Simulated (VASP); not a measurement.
# NaBeF3 (Pmc2_1) in VASP: notebook

Runs on NaBeF3. Level: PBE. Tasks: single point.

All numbers are computed with VASP 6.6.1; they aren't measurements. Logs are shortened: lines on timing, memory, paths and dates and some standing lists are left out, and cuts for length are marked.

**1. The cell of the first run**

The structure is orthorhombic, space group Pmc2_1 (No. 26). The conventional cell has a = 2.914 Å, b = 5.241 Å, c = 9.754 Å, α = 90.00°, β = 90.00°, γ = 90.00°. Na (site symmetry m) has 5 F at 2.20 to 2.34 Å and 2 Na at 2.91 Å within 3.0 Å. Be (site symmetry m) has 4 F at 1.51 to 1.70 Å within 2.0 Å. F (site symmetry m) has 2 Be at 1.70 Å and 1 Na at 2.34 Å within 2.4 Å. Within 2.0 Å of F (site symmetry m) lie 1 Be at 1.52 Å. Within 2.0 Å of F (site symmetry m) lie 1 Be at 1.51 Å.

The cell was generated, and may not be a known phase.

**2. Single point, PBE**

Input file INCAR:

```
PREC     = Accurate       # precision mode
ENCUT    = 520            # plane-wave cutoff, eV
EDIFF    = 1E-6           # SCF threshold, eV
ISMEAR   = 0              # smearing method
SIGMA    = 0.1            # smearing width, eV
LREAL    = False          # projectors in reciprocal space
LASPH    = True           # aspherical terms in the spheres
NELM     = 60             # most SCF steps
ALGO     = Normal         # electronic algorithm
ISIF     = 2              # what is computed and relaxed
LWAVE    = False          # write WAVECAR
LCHARG   = False          # write CHGCAR
GGA      = PE             # functional
NBANDS   = 41             # bands
```

Input file KPOINTS:

```
regular mesh
0
Gamma
  6 4 2
```

Input file POSCAR:

```
NaBeF3
1.0
    2.9139119000      0.0000000000      0.0000000000
    0.0000000000      5.2412149000      0.0000000000
    0.0000000000      0.0000000000      9.7544418000
Na Be F
2 2 6
Direct
    0.0000000000      0.1762370000      0.9050920000
    0.0000000000      0.8237630000      0.4050920000
    0.5000000000      0.3188950000      0.2186870000
    0.5000000000      0.6811050000      0.7186870000
    0.0000000000      0.4695820000      0.2582810000
    0.0000000000      0.5304180000      0.7582810000
    0.5000000000      0.0769480000      0.3040250000
    0.5000000000      0.9230520000      0.8040250000
    0.5000000000      0.2863210000      0.0644390000
    0.5000000000      0.7136790000      0.5644390000
```

Potentials or basis: VASP PAW PBE potentials, release 64 (Na_pv, Be, F).

Run with:

```console
cat potpaw_PBE.64/Na_pv/POTCAR potpaw_PBE.64/Be/POTCAR potpaw_PBE.64/F/POTCAR > POTCAR
mpirun -np 1 vasp_std > vasp.out
```

OUTCAR:

```text
PREC = Accurate
   ENCUT = 520
   EDIFF = 1E-6
   ISMEAR = 0
   LREAL = False
   LASPH = True
   NELM = 60
   ISIF = 2
   GGA = PE

 ion  position               nearest neighbor table
   1  0.000  0.176  0.905-   8 2.20   8 2.20   9 2.21   9 2.21   6 2.34
   2  0.000  0.824  0.405-   7 2.20   7 2.20  10 2.21  10 2.21   5 2.34
   3  0.500  0.319  0.219-   9 1.51   7 1.52   5 1.70   5 1.70
   4  0.500  0.681  0.719-  10 1.51   8 1.52   6 1.70   6 1.70
   5  0.000  0.470  0.258-   3 1.70   3 1.70   2 2.34
   6  0.000  0.530  0.758-   4 1.70   4 1.70   1 2.34
   7  0.500  0.077  0.304-   3 1.52   2 2.20   2 2.20
   8  0.500  0.923  0.804-   4 1.52   1 2.20   1 2.20
   9  0.500  0.286  0.064-   3 1.51   1 2.21   1 2.21
  10  0.500  0.714  0.564-   4 1.51   2 2.21   2 2.21

  LATTYP: Found a simple orthorhombic cell.
 ALAT       =     2.9139119000
 B/A-ratio  =     1.7986868100
 C/A-ratio  =     3.3475417702

  Lattice vectors:

 A1 = (   2.9139119000,   0.0000000000,   0.0000000000)
 A2 = (   0.0000000000,   5.2412149000,   0.0000000000)
 A3 = (   0.0000000000,   0.0000000000,   9.7544418000)

Analysis of symmetry for initial positions (statically):
=====================================================================
 Subroutine PRICEL returns:
 Original cell was already a primitive cell.

 Routine SETGRP: Setting up the symmetry group for a
 simple orthorhombic supercell.

 Subroutine GETGRP returns: Found  4 space group operations
 (whereof  2 operations were pure point group operations)
 out of a pool of  8 trial point group operations.

The static configuration has the point symmetry C_1h.
 The point group associated with its full space group is C_2v.

Analysis of symmetry for dynamics (positions and initial velocities):
=====================================================================
 Subroutine PRICEL returns:
 Original cell was already a primitive cell.

 Routine SETGRP: Setting up the symmetry group for a
 simple orthorhombic supercell.

 Subroutine GETGRP returns: Found  4 space group operations
 (whereof  2 operations were pure point group operations)
 out of a pool of  8 trial point group operations.

The dynamic configuration has the point symmetry C_1h.
 The point group associated with its full space group is C_2v.

 Subroutine INISYM returns: Found  4 space group operations
 (whereof  2 operations are pure point group operations),
 and found     1 'primitive' translations

----------------------------------------------------------------------------------------

                                     Primitive cell

  volume of cell :     148.9741

  direct lattice vectors                    reciprocal lattice vectors
     2.913911900  0.000000000  0.000000000     0.343181275  0.000000000  0.000000000
     0.000000000  5.241214900  0.000000000     0.000000000  0.190795459  0.000000000
     0.000000000  0.000000000  9.754441800     0.000000000  0.000000000  0.102517399

  length of vectors
     2.913911900  5.241214900  9.754441800     0.343181275  0.190795459  0.102517399

  position of ions in fractional coordinates (direct lattice)
     0.000000000  0.176237000  0.905092000
     0.000000000  0.823763000  0.405092000
     0.500000000  0.318895000  0.218687000
     0.500000000  0.681105000  0.718687000
     0.000000000  0.469582000  0.258281000
     0.000000000  0.530418000  0.758281000
     0.500000000  0.076948000  0.304025000
     0.500000000  0.923052000  0.804025000
     0.500000000  0.286321000  0.064439000
     0.500000000  0.713679000  0.564439000

  ion indices of the primitive-cell ions
   primitive index   ion index
                 1           1
                 2           2
                 3           3
                 4           4
                 5           5
                 6           6
                 7           7
                 8           8
                 9           9
                10          10

----------------------------------------------------------------------------------------

 KPOINTS: regular mesh

Automatic generation of k-mesh.
 Grid dimensions read from file:
 generate k-points for:    6    4    2

 Generating k-lattice:

  Cartesian coordinates                     Fractional coordinates (reciprocal lattice)
     0.057196879  0.000000000  0.000000000     0.166666667  0.000000000  0.000000000
     0.000000000  0.047698865  0.000000000     0.000000000  0.250000000  0.000000000
     0.000000000  0.000000000  0.051258699     0.000000000  0.000000000  0.500000000

  Length of vectors
     0.057196879  0.047698865  0.051258699

  Shift w.r.t. Gamma in fractional coordinates (k-lattice)
     0.000000000  0.000000000  0.000000000

 Subroutine IBZKPT returns following result:
 ===========================================

 Found     24 irreducible k-points:

 Following reciprocal coordinates:
            Coordinates               Weight
  0.000000  0.000000  0.000000      1.000000
  0.166667  0.000000  0.000000      2.000000
  0.333333  0.000000  0.000000      2.000000
  0.500000  0.000000  0.000000      1.000000
  0.000000  0.250000  0.000000      2.000000
  0.166667  0.250000  0.000000      4.000000
[... 16 lines left out ...]
  0.333333  0.500000  0.500000      2.000000
  0.500000  0.500000  0.500000      1.000000
   k-points           NKPTS =     24   k-points in BZ     NKDIM =     24   number of bands    NBANDS=     41
   number of dos      NEDOS =    301   number of ions     NIONS =     10
   total plane-waves  NPLWV =  76800
   dimension x,y,z NGX =    24 NGY =   40 NGZ =   80
   dimension x,y,z NGXF=    48 NGYF=   80 NGZF=  160
   ions per type =               2   2   6
   NGX,Y,Z   is equivalent  to a cutoff of  13.69, 12.69, 13.63 a.u.
   NGXF,Y,Z  is equivalent  to a cutoff of  27.39, 25.38, 27.27 a.u.
 SYSTEM =  unknown system
   PREC   = accura    normal or accurate (medium, high low for compatibility)
   ISTART =      0    job   : 0-new  1-cont  2-samecut
   ICHARG =      2    charge: 1-file 2-atom 10-const
   ISPIN  =      1    spin polarized calculation?
   LNONCOLLINEAR =      F non collinear calculations
   LSORBIT =      F    spin-orbit coupling
   LASPH  =      T    aspherical Exc in radial PAW
   ENCUT  =  520.0 eV  38.22 Ry    6.18 a.u.   5.42  9.75 18.14*2*pi/ulx,y,z
   NELM   =     60;   NELMIN=  2; NELMDL= -5     # of ELM steps
   EDIFF  = 0.1E-05   stopping-criterion for ELM
   LREAL  =      F    real-space projection
   EDIFFG = 0.1E-04   stopping-criterion for IOM
   NSW    =      0    number of steps for IOM
   IBRION =     -1    ionic relax: 0-MD 1-quasi-New 2-CG
   NFREE  =      0    steps in history (QN), initial steepest desc. (CG)
   ISIF   =      2    stress and relaxation
   ISYM   =      2    0-nonsym 1-usesym 2-fastsym
   POTIM  = 0.5000    time-step for ionic-motion
   TEBEG  =    0.0;   TEEND  =   0.0 temperature during run
   PSTRESS=    0.0 pullay stress
   NELECT =      60.0000    total number of electrons
   NUPDOWN=      -1.0000    fix difference up-down
   EMIN   =  10.00;   EMAX   =-10.00  energy-range for DOS
   EFERMI =   0.00;   METHOD = LEGACY
   ISMEAR =     0;   SIGMA  =   0.10  broadening in eV -4-tet -1-fermi 0-gaus
   EFERMI_NEDOS =   21; number of points for ismear=-14 and -15
   IALGO  =     38    algorithm
   IMIX   =      4    mixing-type and parameters
     AMIX     =   0.40;   BMIX     =  1.00
     AMIX_MAG =   1.60;   BMIX_MAG =  1.00
  volume/ion in A,a.u.               =      14.90       100.53
  Fermi-wavevector in a.u.,A,eV,Ry     =   1.208987  2.284654 19.886951  1.461650
  Thomas-Fermi vector in A             =   2.344578
   LORBIT       =      0    0 simple, 1 ext, 2 COOP (PROOUT), +10 PAW based schemes
   GGA     = PE    functional components
   LHFCALC =     F    Hartree Fock is set to
   AEXX    =    0.0000 exact exchange contribution
   IVDW    =     0    specifies the selected vdW correction
   LEPSILON=     F    determine dielectric tensor
   LRPA    =     F    only Hartree local field effects (RPA)
 non-spin polarized calculation
 Gauss-broadening in eV      SIGMA  =   0.10
  energy-cutoff  :      520.00
  volume of cell :      148.97
 maximum number of plane-waves:      4060
 NGX is ok and might be reduce to    24
   NGX = 11   NGY = 19   NGZ = 37

 number of electron      60.0000004 magnetization

 Free energy of the ion-electron system (eV)
  ---------------------------------------------------
  ext. energy  EPLUGINS =         0.00000000
  ---------------------------------------------------
  free energy    TOTEN  =       -51.28016385 eV

  energy without entropy =      -51.28016385  energy(sigma->0) =      -51.28016385

 E-fermi :  -3.2662     XC(G=0):  -7.4983

 val. band max:       -3.7797145324   @ k =   0.0000   0.5000   0.0000
 cond. band min:       2.9283710789   @ k =   0.0000   0.0000   0.0000
 fundamental gap:      6.7080856113
 Fermi energy:        -3.2661566987

 k-point     1 :       0.0000    0.0000    0.0000
  band No.  band energies     occupation
      1     -24.5229      2.00000
      2     -24.5023      2.00000
      3     -23.7565      2.00000
      4     -23.7502      2.00000
      5     -23.5914      2.00000
      6     -23.5243      2.00000
[... 33 lines left out ...]
     40      10.3197      0.00000
     41      10.9104      0.00000

 k-point     2 :       0.1667    0.0000    0.0000
  band No.  band energies     occupation
      1     -24.4535      2.00000
      2     -24.4440      2.00000
      3     -23.7010      2.00000
      4     -23.6613      2.00000
      5     -23.6313      2.00000
      6     -23.5595      2.00000
[... 957 lines left out ...]
     40      10.6866      0.00000
     41      11.6424      0.00000

 k-point    24 :       0.5000    0.5000    0.5000
  band No.  band energies     occupation
      1     -24.2336      2.00000
      2     -24.2336      2.00000
      3     -23.7491      2.00000
      4     -23.7491      2.00000
      5     -23.3803      2.00000
      6     -23.3803      2.00000
[... 33 lines left out ...]
     40      10.5165      0.00000
     41      10.6502      0.00000

------------------------ aborting loop because EDIFF is reached ----------------------------------------

  FORCE on cell =-STRESS in cart. coord.  units (eV):
  Direction    XX          YY          ZZ          XY          YZ          ZX
  --------------------------------------------------------------------------------------
  -------------------------------------------------------------------------------------
  Total       -0.0046570     -0.0689205     -0.0075244      0.0000000      0.0000000      0.0000000
  in kB       -0.0500853     -0.7412215     -0.0809228      0.0000000      0.0000000      0.0000000
  external PRESSURE =      -0.2907432 kB  Pullay stress =       0.0000000 kB

 VOLUME and BASIS-vectors are now :
 -----------------------------------------------------------------------------
  energy-cutoff  :      520.00
  volume of cell :      148.97
      direct lattice vectors                 reciprocal lattice vectors
     2.913911900  0.000000000  0.000000000     0.343181275  0.000000000  0.000000000
     0.000000000  5.241214900  0.000000000     0.000000000  0.190795459  0.000000000
     0.000000000  0.000000000  9.754441800     0.000000000  0.000000000  0.102517399

 POSITION                                       TOTAL-FORCE (eV/Angst)
 -----------------------------------------------------------------------------------
      0.00000      0.92370      8.82867         0.000000      0.007929     -0.005023
      0.00000      4.31752      3.95145         0.000000     -0.007929     -0.005023
      1.45696      1.67140      2.13317         0.000000      0.028109      0.007128
      1.45696      3.56982      7.01039         0.000000     -0.028109      0.007128
      0.00000      2.46118      2.51939         0.000000      0.012364      0.012779
      0.00000      2.78003      7.39661         0.000000     -0.012364      0.012779
      1.45696      0.40330      2.96559         0.000000     -0.023676      0.013902
      1.45696      4.83791      7.84282         0.000000      0.023676      0.013902
      1.45696      1.50067      0.62857         0.000000     -0.003144     -0.028787
      1.45696      3.74055      5.50579         0.000000      0.003144     -0.028787
 -----------------------------------------------------------------------------------
    total drift:                                0.000000      0.000000      0.002528

  FREE ENERGIE OF THE ION-ELECTRON SYSTEM (eV)
  ---------------------------------------------------
  free  energy   TOTEN  =       -51.2801638452 eV

  energy  without entropy=      -51.2801638452  energy(sigma->0) =      -51.28016385
```

Run time: 99 s. Hardware: 1 thread of Intel Xeon Platinum 8488C (Sapphire Rapids), shared host; peak memory 0.31 GiB.

What came out:

```
Free energy            : -51.2802 eV
Pressure               : 0.0 GPa
Largest force          : 0.029 eV/Å
Band gap on the k mesh : 6.71 eV
```

Forces in eV/Å, atoms in the order of the input:
```
Na   0.000  0.008 -0.005
Na   0.000 -0.008 -0.005
Be   0.000  0.028  0.007
Be   0.000 -0.028  0.007
F    0.000  0.012  0.013
F    0.000 -0.012  0.013
F    0.000 -0.024  0.014
F    0.000  0.024  0.014
F    0.000 -0.003 -0.029
F    0.000  0.003 -0.029
```

A k mesh can miss the band edges.

(Continued in part 2 of 2.)
